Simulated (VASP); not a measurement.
A run of VASP 6.6.1 is set up as follows.

File INCAR:

```
SYSTEM = NaLi5
PREC = Accurate ; ENCUT = 520
EDIFF = 1E-6 ; ISMEAR = 0
SIGMA = 0.1 ; LREAL = .False.
LASPH = .True. ; NELM = 60
ALGO = Fast ; ISIF = 2
LWAVE = .False. ; LCHARG = .False.
GGA = PE ; NBANDS = 20
```

File KPOINTS:

```
regular mesh
0
Gamma
  8 8 8
  0 0 0
```

POSCAR

```
NaLi5
1.0
    4.6712049996      0.0000000000      0.0000000000
    0.0000000000      5.7205375779      2.3458672526
    0.0000000000     -5.7205375779      2.3458672526
Na Li
1 5
Direct
    0.0000000000      0.0833305180      0.0833305180
    0.0000000000      0.4109571767      0.7557010469
    0.0000000000      0.7557010469      0.4109571767
    0.5000000000      0.5832968559      0.5832968559
    0.5000000000      0.2606665338      0.9058944012
    0.5000000000      0.9058944012      0.2606665338
```

Potentials or basis: VASP PAW PBE potentials, release 64 (Na_pv, Li_sv).

Launch:

```console
$ cat potpaw_PBE.64/Na_pv/POTCAR potpaw_PBE.64/Li_sv/POTCAR > POTCAR
$ mpirun -np 1 vasp_std > vasp.out
```

(1) Predict the band gap on the k mesh.

## Answers

(1) zero (bands 11 and 12 overlap by 2.27 eV).
